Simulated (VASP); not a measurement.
# Si5P13 in VASP: a series of runs, part 2 of 2

VASP 6.6.1.

## Step 3: Single point, PBE

INCAR

```
PREC = Accurate
ENCUT = 520
EDIFF = 1E-6
ISMEAR = -1
SIGMA = 0.1861
LREAL = Auto
LASPH = T
NELM = 60
ALGO = Normal
ISIF = 2
LWAVE = F
LCHARG = F
GGA = PE
ISYM = 0
NBANDS = 58
```

KPOINTS

```
Automatic mesh
0
Gamma
  1 1 1
  0.25 0.25 0.25
```

POSCAR

```
Si5P13
1.0
    7.0479230000      0.0446470000      0.1733930000
    0.0446470000      7.0511420000     -0.0312760000
    0.1733930000     -0.0312760000      7.0375900000
Si P
5 13
Direct
    0.8225448665      0.4358997995      0.6389098655
    0.4401149754      0.5794722700      1.0043187680
    0.0476172978      0.3979950258      0.1788403681
    0.4561466006      0.3136948921      0.8330287064
    0.6538895073      0.6859358803      0.4817271917
    0.8481464546      0.8549776198      0.7752845252
    0.7240267560      0.1329595845      0.6556315831
    0.4671673111      0.0566419175      0.4202526704
    0.5174225261      0.9399358999      0.1336764420
    0.2575418000      0.2942382160      0.5195329153
    0.0958447920      0.7951031165      0.5621294831
    0.2545411946      0.8312792849      0.8813396958
    0.7370896744      0.5144402002      0.2119434980
    0.8045763532      0.7882680605      0.1925741574
    1.1303945653      0.5339684509      0.7101962309
    0.6777735171      0.2148905282      0.0481577831
    0.3044790556      0.5236278845      0.3026168687
   -0.0090302392      0.1093422677      1.0853588471
```

Potentials or basis: VASP PAW PBE potentials, release 64 (Si, P).

The run is started by

```sh
> cat potpaw_PBE.64/Si/POTCAR potpaw_PBE.64/P/POTCAR > POTCAR
> mpirun -np 1 vasp_std > vasp.out
```

OUTCAR:

```text
PREC = Accurate
   ENCUT = 520
   EDIFF = 1E-6
   ISMEAR = -1
   LREAL = Auto
   LASPH = T
   NELM = 60
   ISIF = 2
   GGA = PE
   ISYM = 0

 ion  position               nearest neighbor table
   1  0.823  0.436  0.639-   7 2.26  15 2.36   5 2.42   4 3.00
   2  0.440  0.579  0.004-   4 2.22  17 2.30  12 2.39  13 2.65   9 2.76
   3  0.048  0.398  0.179-  18 2.18  17 2.24  13 2.33  10 2.97
   4  0.456  0.314  0.833-   2 2.22  16 2.33   7 2.54  10 2.67  15 2.93   1 3.00
   5  0.654  0.686  0.482-  13 2.29  14 2.37   1 2.42   6 2.80   8 2.96  17 3.05
   6  0.848  0.855  0.775-  11 2.28   7 2.32   5 2.80
   7  0.724  0.133  0.656-   1 2.26   6 2.32   4 2.54   8 2.57  16 2.82
   8  0.467  0.057  0.420-   9 2.18  10 2.30   7 2.57   5 2.96
   9  0.517  0.940  0.134-   8 2.18  16 2.33  14 2.33  12 2.74   2 2.76
  10  0.258  0.294  0.520-  17 2.25  15 2.29   8 2.30   4 2.67   3 2.97
  11  0.096  0.795  0.562-  15 2.14   6 2.28  12 2.57
  12  0.255  0.831  0.881-   2 2.39  11 2.57  15 2.59   9 2.74
  13  0.737  0.514  0.212-  14 2.00   5 2.29   3 2.33  16 2.45   2 2.65
  14  0.805  0.788  0.193-  13 2.00   9 2.33   5 2.37  18 2.73
  15  0.130  0.534  0.710-  11 2.14  10 2.29   1 2.36  12 2.59   4 2.93
  16  0.678  0.215  0.048-   9 2.33   4 2.33  18 2.35  13 2.45   7 2.82
  17  0.304  0.524  0.303-   3 2.24  10 2.25   2 2.30   5 3.05
  18  0.991  0.109  0.085-   3 2.18  16 2.35  14 2.73

IMPORTANT INFORMATION: All symmetrisations will be switched off!
NOSYMM: (Re-)initialisation of all symmetry stuff for point group C_1.

----------------------------------------------------------------------------------------

                                     Primitive cell

  volume of cell :     349.5060

  direct lattice vectors                    reciprocal lattice vectors
     7.047923000  0.044647000  0.173393000     0.141977725 -0.000914520 -0.003502129
     0.044647000  7.051142000 -0.031276000    -0.000914520  0.141829685  0.000652842
     0.173393000 -0.031276000  7.037590000    -0.003502129  0.000652842  0.142183285

  length of vectors
[... 116 lines left out ...]
   LHFCALC =     F    Hartree Fock is set to
   AEXX    =    0.0000 exact exchange contribution
   IVDW    =     0    specifies the selected vdW correction
   LEPSILON=     F    determine dielectric tensor
   LRPA    =     F    only Hartree local field effects (RPA)
 non-spin polarized calculation
  energy-cutoff  :      520.00
  volume of cell :      349.51
 maximum number of plane-waves:      9412
 NGX is ok and might be reduce to    54
   NGX = 27   NGY = 27   NGZ = 27

 number of electron      84.9999998 magnetization

 Free energy of the ion-electron system (eV)
  ---------------------------------------------------
  ext. energy  EPLUGINS =         0.00000000
  ---------------------------------------------------
  free energy    TOTEN  =       -88.47639264 eV

  energy without entropy =      -87.73603503  energy(sigma->0) =      -88.10621384

 E-fermi :   6.1229     XC(G=0):  -9.7475

 val. band max:        6.0788393704   @ k =   0.2500   0.2500   0.2500
 cond. band min:       6.4718291421   @ k =   0.2500   0.2500   0.2500
 fundamental gap:      0.3929897716
 Fermi energy:         6.1229130320

 k-point     1 :       0.2500    0.2500    0.2500
  band No.  band energies     occupation
      1      -8.7857      2.00000
      2      -8.0749      2.00000
      3      -7.4504      2.00000
      4      -6.9574      2.00000
      5      -6.1700      2.00000
      6      -5.7329      2.00000
[... 46 lines left out ...]
     53       8.4528      0.00001
     54       8.5957      0.00000
 [bands above 54 left out]

------------------------ aborting loop because EDIFF is reached ----------------------------------------

  FORCE on cell =-STRESS in cart. coord.  units (eV):
  Direction    XX          YY          ZZ          XY          YZ          ZX
  --------------------------------------------------------------------------------------
  -------------------------------------------------------------------------------------
  Total       -6.1928040     13.0120248     -3.9574976      0.0238293      6.1853036     -2.1281755
  in kB      -28.3885540     59.6486773    -18.1416420      0.1092362     28.3541713     -9.7558108
  external PRESSURE =       4.3728271 kB  Pullay stress =       0.0000000 kB

 VOLUME and BASIS-vectors are now :
 -----------------------------------------------------------------------------
  energy-cutoff  :      520.00
  volume of cell :      349.51
      direct lattice vectors                 reciprocal lattice vectors
     7.047923000  0.044647000  0.173393000     0.141977725 -0.000914520 -0.003502129
     0.044647000  7.051142000 -0.031276000    -0.000914520  0.141829685  0.000652842
     0.173393000 -0.031276000  7.037590000    -0.003502129  0.000652842  0.142183285

 POSITION                                       TOTAL-FORCE (eV/Angst)
 -----------------------------------------------------------------------------------
      5.92748      3.09033      4.62538         0.279905      0.398743      0.195300
      3.12852      4.10546      0.08858        -0.270231      1.923895     -0.124031
      0.38438      2.80285      1.25441        -0.445700     -0.312624      0.297633
      3.37333      2.20622      5.93180         0.726935     -2.031751     -2.156332
      4.72272      4.85076      3.48212        -0.385050      0.574321      1.336498
      6.15027      6.04219      5.57646        -0.491259      0.214392     -1.467073
[... 10 lines left out ...]
      2.22179      3.69630      2.16611        -0.034129      0.642943     -0.049141
      7.00396      0.81256      0.76913        -0.492860      0.106550     -0.185491
 -----------------------------------------------------------------------------------
    total drift:                               -0.007836     -0.004244      0.006710

  FREE ENERGIE OF THE ION-ELECTRON SYSTEM (eV)
  ---------------------------------------------------
  free  energy   TOTEN  =       -88.4763926373 eV

  energy  without entropy=      -87.7360350348  energy(sigma->0) =      -88.10621384
```

Run time: 30 s. Hardware: 1 thread of Intel Xeon Platinum 8559C (Emerald Rapids), shared host; peak memory 0.39 GiB.

What came out:

* Free energy: -88.4764 eV
* Pressure: 0.4 GPa
* Largest force: 3.762 eV/Å

Forces in eV/Å, atoms in the order of the input:
```
Si   0.280  0.399  0.195
Si  -0.270  1.924 -0.124
Si  -0.446 -0.313  0.298
Si   0.727 -2.032 -2.156
Si  -0.385  0.574  1.336
P   -0.491  0.214 -1.467
P   -1.162 -0.217 -0.109
P    0.879 -0.415  1.448
P    0.279  0.511 -0.533
P    0.450 -0.531 -0.064
P   -0.022  0.987  0.684
P    0.854 -0.135 -0.269
P   -0.458 -3.733 -0.104
P    0.672  3.671  0.224
P   -1.362 -0.364  0.799
P    0.982 -1.290  0.075
P   -0.034  0.643 -0.049
P   -0.493  0.107 -0.185
```

Stress tensor (GPa, compression positive):
```
-2.84  0.01 -0.98
 0.01  5.96  2.84
-0.98  2.84 -1.81
```

Caveat: the k points lie up to 0.89 Å⁻¹ apart.

## Step 4: Single point, PBE

INCAR

```
SYSTEM = Si5P13
PREC = Accurate
ENCUT = 520
EDIFF = 1E-7
ISMEAR = -1
SIGMA = 0.1861
LREAL = Auto
LASPH = .True.
NELM = 60
ALGO = Normal
ISIF = 2
LWAVE = .False.
LCHARG = .False.
GGA = PE
NBANDS = 58
ISYM = 0
```

KPOINTS is that of step 3.

POSCAR

```
Si5P13
1.0
    7.0479230000      0.0446470000      0.1733930000
    0.0446470000      7.0511420000     -0.0312760000
    0.1733930000     -0.0312760000      7.0375900000
Si P
5 13
Direct
    0.7974555025      0.4371180992      0.5666896059
    0.4528417279      0.6150053295      1.0535213505
   -0.0409602975      0.5078940982      0.1188979643
    0.4921248297      0.4187166111      0.7637543222
    0.6485450499      0.7049545298      0.4533534898
    0.7946988217      0.9560832351      0.8047248059
    0.7961456332      0.0140498367      0.5044413418
    0.5117936590      0.1633485852      0.4229160057
    0.5717549555      0.8957940913      0.1952130700
    0.2423475853      0.2032697687      0.6479759535
    0.0581294398      0.8121187921      0.7081861247
    0.2616153082      0.9792802481      0.8834066358
    0.6584189212      0.4478763921      0.2470734371
    0.9857658367      0.7930090454      0.3360044071
    1.0671018951      0.4936620673      0.7895905809
    0.6397449019      0.2317927478      0.0111673545
    0.2191235277      0.5144999587      0.2630923391
   -0.0697987455      0.1894985846      0.9152424866
```

The run is started by

```sh
> cat potpaw_PBE.64/Si/POTCAR potpaw_PBE.64/P/POTCAR > POTCAR
> mpirun -np 1 vasp_std > vasp.out
```

Run time: 34 s. Hardware: 1 thread of Intel Xeon Platinum 8559C (Emerald Rapids), shared host; peak memory 0.4 GiB.

The run converged. Its results:

```
Free energy   : -89.0136 eV
Pressure      : 1.9 GPa
Largest force : 2.869 eV/Å
```

Forces on the atoms (eV/Å):
```
Si   0.447 -0.740  1.352
Si  -0.029  0.550 -0.544
Si  -0.118  0.002 -1.457
Si  -0.130 -0.974 -0.029
Si   0.324  1.942  0.242
P   -1.643 -2.351  0.000
P   -1.022  1.687 -0.415
P    0.284 -0.924  0.968
P   -0.942  0.414  0.289
P    1.879 -0.339  0.378
P    1.259 -0.213 -0.675
P   -0.126  0.285 -0.925
P    0.136 -1.631 -0.961
P    0.679  0.019  0.209
P   -1.181  0.789 -0.060
P   -1.854  0.171 -0.381
P    0.540 -0.072  0.844
P    1.497  1.384  1.165
```

Stress tensor (GPa, compression positive):
```
 1.97  0.34  0.18
 0.34  4.06  1.32
 0.18  1.32 -0.22
```

Levels at points of the mesh, in eV from the Fermi level:
| k point | band 39 | band 40 | band 41 | band 42 | band 43 | band 44 | band 45 | band 46 | band 47 | band 48 |
| --- | --- | --- | --- | --- | --- | --- | --- | --- | --- | --- |
| (0.25, 0.25, 0.25) | -1.14 | -0.82 | -0.58 | -0.35 | -0.05 | 0.48 | 0.61 | 0.84 | 1.23 | 1.45 |

Caveat: the k points lie up to 0.89 Å⁻¹ apart.
